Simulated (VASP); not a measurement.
# CaO (Fm-3m) in VASP: a series of runs

The runs below take CaO through relaxation of cell and atoms, with r2SCAN.

All numbers are computed with VASP 6.6.1; they aren't measurements. Logs are shortened: lines on timing, memory, paths and dates and some standing lists are left out, and cuts for length are marked.

## 1. The cell of the first run

Symmetry: Fm-3m, No. 225, cubic system. Conventional cell: a = 4.795 Å, b = 4.795 Å, c = 4.795 Å, α = 90.00°, β = 90.00°, γ = 90.00°. Ca (site symmetry m-3m) has 6 O at 2.40 Å within 3.2 Å. O (site symmetry m-3m) has 6 Ca at 2.40 Å within 3.2 Å.

## 2. Relaxation of cell and atoms, r2SCAN, target pressure 7 GPa, at which the enthalpy is minimised

Input file POSCAR:

```
CaO
1.0
    0.0000000000      2.3974398381      2.3974398381
    2.3974398381      0.0000000000      2.3974398381
    2.3974398381      2.3974398381      0.0000000000
Ca O
1 1
Direct
    0.0000000000      0.0000000000      0.0000000000
    0.5000000000      0.5000000000      0.5000000000
```

Input file INCAR.step1:

```
SYSTEM = CaO
PREC = Accurate
ENCUT = 600
ISMEAR = 0
SIGMA = 0.01
LREAL = .FALSE.
LASPH = .TRUE.
NELM = 60
GGA = PE
ALGO = Normal
EDIFF = 1E-4
LWAVE = .TRUE.
LCHARG = .FALSE.
```

Input file INCAR.step2:

```
SYSTEM = CaO
PREC = Accurate
ENCUT = 600
EDIFF = 1E-7
ISMEAR = 0
SIGMA = 0.01
LREAL = .FALSE.
LASPH = .TRUE.
NELM = 60
ALGO = Normal
ISIF = 3
LWAVE = .FALSE.
LCHARG = .FALSE.
METAGGA = R2SCAN
LMIXTAU = .TRUE.
IBRION = 2
NSW = 100
EDIFFG = -0.002
PSTRESS = 70.0
ISTART = 1
```

Input file KPOINTS:

```
regular mesh
0
G
  8 8 8
  0 0 0
```

Potentials or basis: VASP PAW PBE potentials, release 64 (Ca_sv, O).

Command:

```console
$ cat potpaw_PBE.64/Ca_sv/POTCAR potpaw_PBE.64/O/POTCAR > POTCAR
$ cp INCAR.step1 INCAR
$ mpirun -np 1 vasp_std > vasp.out
$ cp INCAR.step2 INCAR
$ mpirun -np 1 vasp_std > vasp.out
```

OUTCAR:

```text
SYSTEM = CaO
   PREC = Accurate
   ENCUT = 600
   EDIFF = 1E-7
   ISMEAR = 0
   LREAL = .FALSE.
   LASPH = .TRUE.
   NELM = 60
   ISIF = 3
   METAGGA = R2SCAN
   IBRION = 2
   NSW = 100
   EDIFFG = -0.002
   PSTRESS = 70.0
   ISTART = 1

 ion  position               nearest neighbor table
   1  0.000  0.000  0.000-   2 2.40   2 2.40   2 2.40   2 2.40   2 2.40   2 2.40
   2  0.500  0.500  0.500-   1 2.40   1 2.40   1 2.40   1 2.40   1 2.40   1 2.40

  LATTYP: Found a face centered cubic cell.
 ALAT       =     4.7948796762

  Lattice vectors:

 A1 = (   0.0000000000,   2.3974398381,   2.3974398381)
 A2 = (   2.3974398381,   0.0000000000,   2.3974398381)
 A3 = (   2.3974398381,   2.3974398381,   0.0000000000)

Analysis of symmetry for initial positions (statically):
=====================================================================
 Subroutine PRICEL returns:
 Original cell was already a primitive cell.

 Routine SETGRP: Setting up the symmetry group for a
 face centered cubic supercell.

 Subroutine GETGRP returns: Found 48 space group operations
 (whereof 48 operations were pure point group operations)
 out of a pool of 48 trial point group operations.

The static configuration has the point symmetry O_h .

Analysis of symmetry for dynamics (positions and initial velocities):
=====================================================================
 Subroutine PRICEL returns:
 Original cell was already a primitive cell.

 Routine SETGRP: Setting up the symmetry group for a
 face centered cubic supercell.

 Subroutine GETGRP returns: Found 48 space group operations
 (whereof 48 operations were pure point group operations)
 out of a pool of 48 trial point group operations.

The dynamic configuration has the point symmetry O_h .

 Subroutine INISYM returns: Found 48 space group operations
 (whereof 48 operations are pure point group operations),
 and found     1 'primitive' translations

----------------------------------------------------------------------------------------

                                     Primitive cell

  volume of cell :      27.5596

  direct lattice vectors                    reciprocal lattice vectors
     0.000000000  2.397439838  2.397439838    -0.208555807  0.208555807  0.208555807
     2.397439838  0.000000000  2.397439838     0.208555807 -0.208555807  0.208555807
     2.397439838  2.397439838  0.000000000     0.208555807  0.208555807 -0.208555807

  length of vectors
     3.390491934  3.390491934  3.390491934     0.361229254  0.361229254  0.361229254

  position of ions in fractional coordinates (direct lattice)
     0.000000000  0.000000000  0.000000000
     0.500000000  0.500000000  0.500000000

  ion indices of the primitive-cell ions
   primitive index   ion index
                 1           1
                 2           2

----------------------------------------------------------------------------------------

 KPOINTS: regular mesh

Automatic generation of k-mesh.
 Grid dimensions read from file:
 generate k-points for:    8    8    8

 Generating k-lattice:

  Cartesian coordinates                     Fractional coordinates (reciprocal lattice)
    -0.026069476  0.026069476  0.026069476     0.125000000  0.000000000  0.000000000
     0.026069476 -0.026069476  0.026069476     0.000000000  0.125000000  0.000000000
     0.026069476  0.026069476 -0.026069476     0.000000000  0.000000000  0.125000000

  Length of vectors
     0.045153657  0.045153657  0.045153657

  Shift w.r.t. Gamma in fractional coordinates (k-lattice)
     0.000000000  0.000000000  0.000000000

 Subroutine IBZKPT returns following result:
 ===========================================

 Found     29 irreducible k-points:

 Following reciprocal coordinates:
            Coordinates               Weight
  0.000000  0.000000  0.000000      1.000000
  0.125000  0.000000  0.000000      8.000000
  0.250000  0.000000  0.000000      8.000000
  0.375000  0.000000  0.000000      8.000000
  0.500000  0.000000  0.000000      4.000000
  0.125000  0.125000  0.000000      6.000000
[... 16 lines left out ...]
  0.500000  0.250000  0.125000     48.000000
 -0.375000  0.250000  0.125000     24.000000
 [... further k-points ...]
   k-points           NKPTS =     29   k-points in BZ     NKDIM =     29   number of bands    NBANDS=     12
   number of dos      NEDOS =    301   number of ions     NIONS =      2
   total plane-waves  NPLWV =  21952
   dimension x,y,z NGX =    28 NGY =   28 NGZ =   28
   dimension x,y,z NGXF=    56 NGYF=   56 NGZF=   56
   ions per type =               1   1
   NGX,Y,Z   is equivalent  to a cutoff of  13.73, 13.73, 13.73 a.u.
   NGXF,Y,Z  is equivalent  to a cutoff of  27.46, 27.46, 27.46 a.u.
 SYSTEM =  CaO
   PREC   = accura    normal or accurate (medium, high low for compatibility)
   ISTART =      1    job   : 0-new  1-cont  2-samecut
   ICHARG =      0    charge: 1-file 2-atom 10-const
   ISPIN  =      1    spin polarized calculation?
   LNONCOLLINEAR =      F non collinear calculations
   LSORBIT =      F    spin-orbit coupling
   LASPH  =      T    aspherical Exc in radial PAW
   ENCUT  =  600.0 eV  44.10 Ry    6.64 a.u.   6.77  6.77  6.77*2*pi/ulx,y,z
   NELM   =     60;   NELMIN=  2; NELMDL=  0     # of ELM steps
   EDIFF  = 0.1E-06   stopping-criterion for ELM
   LREAL  =      F    real-space projection
   EDIFFG = -.2E-02   stopping-criterion for IOM
   NSW    =    100    number of steps for IOM
   IBRION =      2    ionic relax: 0-MD 1-quasi-New 2-CG
   NFREE  =      1    steps in history (QN), initial steepest desc. (CG)
   ISIF   =      3    stress and relaxation
   ISYM   =      2    0-nonsym 1-usesym 2-fastsym
   POTIM  = 0.5000    time-step for ionic-motion
   TEBEG  =    0.0;   TEEND  =   0.0 temperature during run
   PSTRESS=   70.0 pullay stress
   NELECT =      16.0000    total number of electrons
   NUPDOWN=      -1.0000    fix difference up-down
   EMIN   =  10.00;   EMAX   =-10.00  energy-range for DOS
   EFERMI =   0.00;   METHOD = LEGACY
   ISMEAR =     0;   SIGMA  =   0.01  broadening in eV -4-tet -1-fermi 0-gaus
   EFERMI_NEDOS =   21; number of points for ismear=-14 and -15
   IALGO  =     38    algorithm
   IMIX   =      4    mixing-type and parameters
     AMIX     =   0.40;   BMIX     =  1.00
     AMIX_MAG =   1.60;   BMIX_MAG =  1.00
  volume/ion in A,a.u.               =      13.78        92.99
  Fermi-wavevector in a.u.,A,eV,Ry     =   1.365706  2.580809 25.376933  1.865152
  Thomas-Fermi vector in A             =   2.491911
   LORBIT       =      0    0 simple, 1 ext, 2 COOP (PROOUT), +10 PAW based schemes
   METAGGA = R2SCAN    functional components
   LHFCALC =     F    Hartree Fock is set to
   AEXX    =    0.0000 exact exchange contribution
   IVDW    =     0    specifies the selected vdW correction
   LEPSILON=     F    determine dielectric tensor
   LRPA    =     F    only Hartree local field effects (RPA)
 conjugate gradient relaxation of ions
 non-spin polarized calculation
 Gauss-broadening in eV      SIGMA  =   0.01
  energy-cutoff  :      600.00
  volume of cell :       27.56
 maximum number of plane-waves:       941
   NGX = 13   NGY = 13   NGZ = 13

--------------------------------------- Ionic step        1  -------------------------------------------

 number of electron      15.9999997 magnetization

 Free energy of the ion-electron system (eV)
  ---------------------------------------------------
  ext. energy  EPLUGINS =         0.00000000
  ---------------------------------------------------
  free energy    TOTEN  =       -19.45667869 eV

  energy without entropy =      -19.45667869  energy(sigma->0) =      -19.45667869

------------------------ aborting loop because EDIFF is reached ----------------------------------------

  FORCE on cell =-STRESS in cart. coord.  units (eV):
  Direction    XX          YY          ZZ          XY          YZ          ZX
  --------------------------------------------------------------------------------------
  -------------------------------------------------------------------------------------
  Total        0.1662176      0.1662176      0.1662176      0.0000000      0.0000000      0.0000000
  in kB        9.6630532      9.6630532      9.6630532      0.0000000      0.0000000      0.0000000
  external PRESSURE =     -60.3369468 kB  Pullay stress =      70.0000000 kB
[... 61 lines left out ...]
  enthalpy is  TOTEN    =       -18.2652977228 eV   P V=        1.1159062786

--------------------------------------- Ionic step        3  -------------------------------------------

 number of electron      15.9999998 magnetization

 Free energy of the ion-electron system (eV)
  ---------------------------------------------------
  ext. energy  EPLUGINS =         0.00000000
  ---------------------------------------------------
  free energy    TOTEN  =       -19.42724665 eV

  energy without entropy =      -19.42724665  energy(sigma->0) =      -19.42724665

 E-fermi :   2.3910     XC(G=0): -11.3557

 val. band max:        2.3183302512   @ k =   0.0000   0.0000   0.0000
 cond. band min:       6.4875006771   @ k =   0.5000   0.5000   0.0000
 fundamental gap:      4.1691704259
 Fermi energy:         2.3909914242

 k-point     1 :       0.0000    0.0000    0.0000
  band No.  band energies     occupation
      1     -36.5192      2.00000
      2     -16.3695      2.00000
      3     -16.3695      2.00000
      4     -16.3695      2.00000
      5     -14.2576      2.00000
      6       2.3183      2.00000
      7       2.3183      2.00000
      8       2.3183      2.00000
      9       8.2063      0.00000
     10       9.3012      0.00000
     11       9.3013      0.00000
     12       9.3013      0.00000
[... 331 lines left out ...]
 k-point    24 :      -0.3750    0.2500    0.1250
  band No.  band energies     occupation
      1     -36.3707      2.00000
      2     -17.5562      2.00000
      3     -16.6502      2.00000
      4     -16.5168      2.00000
      5     -13.0902      2.00000
      6       0.2109      2.00000
      7       1.1492      2.00000
      8       1.1887      2.00000
      9       9.9123      0.00000
     10      10.0043      0.00000
     11      12.0884      0.00000
     12      12.4079      0.00000

 [... further k-points ...]

------------------------ aborting loop because EDIFF is reached ----------------------------------------

  FORCE on cell =-STRESS in cart. coord.  units (eV):
  Direction    XX          YY          ZZ          XY          YZ          ZX
  --------------------------------------------------------------------------------------
  -------------------------------------------------------------------------------------
  Total        1.1510721      1.1510721      1.1510721     -0.0000000     -0.0000000      0.0000000
  in kB       70.0342151     70.0342151     70.0342151     -0.0000000     -0.0000000      0.0000000
  external PRESSURE =       0.0342151 kB  Pullay stress =      70.0000000 kB
[... 17 lines left out ...]
  FREE ENERGIE OF THE ION-ELECTRON SYSTEM (eV)
  ---------------------------------------------------
  free  energy   TOTEN  =       -19.4272466469 eV

  energy  without entropy=      -19.4272466469  energy(sigma->0) =      -19.42724665

  enthalpy is  TOTEN    =       -18.2767368988 eV   P V=        1.1505097481

 reached required accuracy - stopping structural energy minimisation
```

Run time: 2 min. Hardware: 1 thread of Intel Xeon 6975P-C (Granite Rapids), shared host; peak memory 0.17 GiB.

What came out:

- Free energy: -19.4272 eV
- Relaxed volume: 13.17 Å³/atom
- Relaxed cell: a = 3.339 Å, b = 3.339 Å, c = 3.339 Å, α = 60.00°, β = 60.00°, γ = 60.00°
- Space group after relaxing (to 0.05 Å): Fm-3m (No. 225)
- Energy change on relaxing (the enthalpy is what falls): +14.7 meV/atom
- Ionic steps: 3
- Pressure after relaxing: 7.0 GPa
- Band gap on the k mesh: 4.17 eV, indirect (least direct gap 4.53 eV)

The path:
| step | energy change (eV) | largest force (eV/Å) | pressure (GPa) | volume (Å³) |
| --- | --- | --- | --- | --- |
| 1 | 0.0000 | 0.0000 | 0.97 | 27.56 |
| 2 | 0.0755 | 0.0000 | 11.77 | 25.54 |
| 3 | 0.0294 | 0.0000 | 7.00 | 26.33 |

Final structure:
```xyz
2
Lattice="0.0000 2.3613 2.3613 2.3613 0.0000 2.3613 2.3613 2.3613 0.0000" Properties=species:S:1:pos:R:3 pbc="T T T"
Ca    0.0000    0.0000    0.0000
O     2.3613    2.3613    2.3613
```

Caveat: the cell is relaxed towards a set pressure, so the enthalpy falls and the energy may rise; the PAW data sets were made with another functional, which shifts forces and pressure a little. r2SCAN opens gaps a little over a GGA but as a rule still falls short of measured ones.

## 3. Relaxation of cell and atoms, r2SCAN, target pressure 10 GPa, at which the enthalpy is minimised

POSCAR is that of step 2.

Input file INCAR.step1:

```
PREC = Accurate
ENCUT = 600
ISMEAR = 0
SIGMA = 0.01
LREAL = F
LASPH = T
NELM = 80
GGA = PE
ALGO = Normal
EDIFF = 1E-4
LWAVE = T
LCHARG = F
```

Input file INCAR.step2:

```
PREC = Accurate
ENCUT = 600
EDIFF = 1E-6
ISMEAR = 0
SIGMA = 0.01
LREAL = F
LASPH = T
NELM = 80
ALGO = Normal
ISIF = 3
LWAVE = F
LCHARG = F
METAGGA = R2SCAN
LMIXTAU = T
IBRION = 2
NSW = 100
EDIFFG = -0.002
PSTRESS = 100.0
ISTART = 1
```

Input file KPOINTS:

```
regular mesh
0
Gamma
  8 8 8
```

Potentials or basis: VASP PAW PBE potentials, release 64 (Ca_sv, O).

Command:

```console
$ cat potpaw_PBE.64/Ca_sv/POTCAR potpaw_PBE.64/O/POTCAR > POTCAR
$ cp INCAR.step1 INCAR
$ mpirun -np 1 vasp_std > vasp.out
$ cp INCAR.step2 INCAR
$ mpirun -np 1 vasp_std > vasp.out
```

Wall time 2.5 min (1 thread of Intel Xeon 6975P-C (Granite Rapids), shared host); peak memory 0.18 GiB.

It converged, with:

| Quantity | Value |
| --- | --- |
| Free energy | -19.4000 eV |
| Relaxed volume | 12.91 Å³/atom |
| Relaxed cell | a = 3.317 Å, b = 3.317 Å, c = 3.317 Å, α = 60.00°, β = 60.00°, γ = 60.00° |
| Space group after relaxing (to 0.05 Å) | Fm-3m (No. 225) |
| Energy change on relaxing (the enthalpy is what falls) | +28.4 meV/atom |
| Ionic steps | 7 |
| Pressure after relaxing | 10.0 GPa |
| Band gap on the k mesh | 4.16 eV, indirect (least direct gap 4.51 eV) |

The path:
| step | energy change (eV) | largest force (eV/Å) | pressure (GPa) | volume (Å³) |
| --- | --- | --- | --- | --- |
| 1 | 0.0000 | 0.0000 | 0.99 | 27.56 |
| 2 | 0.1658 | 0.0000 | 18.65 | 24.58 |
| 3 | 0.0563 | 0.0000 | 9.97 | 25.82 |
| 4 | 0.0584 | 0.0000 | 10.16 | 25.79 |
| 5 | 0.0557 | 0.0000 | 9.91 | 25.83 |
| 6 | 0.0564 | 0.0000 | 9.97 | 25.82 |
| 7 | 0.0567 | 0.0000 | 10.01 | 25.82 |

Final structure:
```
Ca O
1.0
     0.00000    2.34583    2.34583
     2.34583    0.00000    2.34583
     2.34583    2.34583    0.00000
Ca O
1 1
Direct
  0.00000 0.00000 0.00000
  0.50000 0.50000 0.50000
```

Levels at points of the mesh, in eV from the valence-band top:
| k point | band 5 | band 6 | band 7 | band 8 | band 9 | band 10 | band 11 | band 12 |
| --- | --- | --- | --- | --- | --- | --- | --- | --- |
| (0.00, 0.00, 0.00) | -16.61 | 0.00 | 0.00 | 0.00 | 6.07 | 7.03 | 7.03 | 7.03 |
| (0.50, 0.00, 0.00) | -14.97 | -2.78 | -1.35 | -1.35 | 8.05 | 9.45 | 9.45 | 9.81 |
| (0.50, 0.50, 0.00) | -16.41 | -1.24 | -0.35 | -0.35 | 4.16 | 9.32 | 10.05 | 10.74 |

Caveat: the cell is relaxed towards a set pressure, so the enthalpy falls and the energy may rise; the PAW data sets were made with another functional, which shifts forces and pressure a little.

## 4. Relaxation of cell and atoms, r2SCAN, target pressure 15 GPa, at which the enthalpy is minimised

POSCAR is that of step 3.

INCAR.step1: that of step 3 with these lines changed.

```diff
@@ -6,3 +6,3 @@
 LASPH = T
-NELM = 80
+NELM = 100
 GGA = PE
```

INCAR.step2: that of step 3 with these lines changed.

```diff
@@ -7,3 +7,3 @@
 LASPH = T
-NELM = 80
+NELM = 100
 ALGO = Normal
@@ -17,3 +17,3 @@
 EDIFFG = -0.002
-PSTRESS = 100.0
+PSTRESS = 150.0
 ISTART = 1
```

Input file KPOINTS:

```
Automatic mesh
0
Gamma
  8 8 8
```

Command:

```console
$ cat potpaw_PBE.64/Ca_sv/POTCAR potpaw_PBE.64/O/POTCAR > POTCAR
$ cp INCAR.step1 INCAR
$ mpirun -np 1 vasp_std > vasp.out
$ cp INCAR.step2 INCAR
$ mpirun -np 1 vasp_std > vasp.out
```

It took 2.6 min on 1 thread of Intel Xeon 6975P-C (Granite Rapids), shared host; peak memory 0.19 GiB.

The run converged. Its results:

| Property | Result |
| --- | --- |
| Free energy | -19.3415 eV |
| Relaxed volume | 12.53 Å³/atom |
| Relaxed cell | a = 3.285 Å, b = 3.285 Å, c = 3.285 Å, α = 60.00°, β = 60.00°, γ = 60.00° |
| Space group after relaxing (to 0.05 Å) | Fm-3m (No. 225) |
| Energy change on relaxing (the enthalpy is what falls) | +57.6 meV/atom |
| Ionic steps | 7 |
| Pressure after relaxing | 15.0 GPa |
| Band gap on the k mesh | 4.14 eV, indirect (least direct gap 4.47 eV) |

The path:
```tsv
step	energy change (eV)	largest force (eV/Å)	pressure (GPa)	volume (Å³)
1	0.0000	0.0000	0.99	27.56
2	0.4126	0.0000	33.00	23.03
3	0.1125	0.0000	14.80	25.09
4	0.1169	0.0000	15.11	25.05
5	0.1142	0.0000	14.93	25.08
6	0.1146	0.0000	14.97	25.07
7	0.1151	0.0000	15.00	25.07
```

Final structure:
```
Ca O
1.0
     0.00000    2.32281    2.32281
     2.32281    0.00000    2.32281
     2.32281    2.32281    0.00000
Ca O
1 1
Direct
  0.00000 0.00000 0.00000
  0.50000 0.50000 0.50000
```

Levels at points of the mesh, in eV from the valence-band top:
```
           k point  band 4  band 5  band 6  band 7  band 8  band 9  band 10  band 11  band 12
(0.00, 0.00, 0.00)  -18.45  -16.67    0.00    0.00    0.00    6.34     7.09     7.09     7.09
(0.50, 0.00, 0.00)  -18.51  -14.86   -2.86   -1.42   -1.42    8.19     9.62     9.62    10.06
(0.50, 0.50, 0.00)  -18.77  -16.48   -1.22   -0.34   -0.34    4.14     9.56    10.22    10.95
```

Caveat: the cell is relaxed towards a set pressure, so the enthalpy falls and the energy may rise; the PAW data sets were made with another functional, which shifts forces and pressure a little. A k mesh can miss the band edges.

## 5. Overview

```tsv
cell	gap on the mesh (eV)	pressure (GPa)
relaxed to 7 GPa	4.17	7.0
relaxed to 10 GPa	4.16	10.0
relaxed to 15 GPa	4.14	15.0
```

Alike in all rows: task relaxation of cell and atoms; level r2SCAN; potentials or basis VASP PAW PBE potentials, release 64 (Ca_sv, O); no spin polarisation; k mesh 8 × 8 × 8; cutoff (eV) 600; smearing gaussian 0.01 eV.

Caveats: the cell is relaxed towards a set pressure, so the enthalpy falls and the energy may rise; the PAW data sets were made with another functional, which shifts forces and pressure a little.

Total energies depend on the potentials used, so only differences within one code and one set of settings carry meaning.
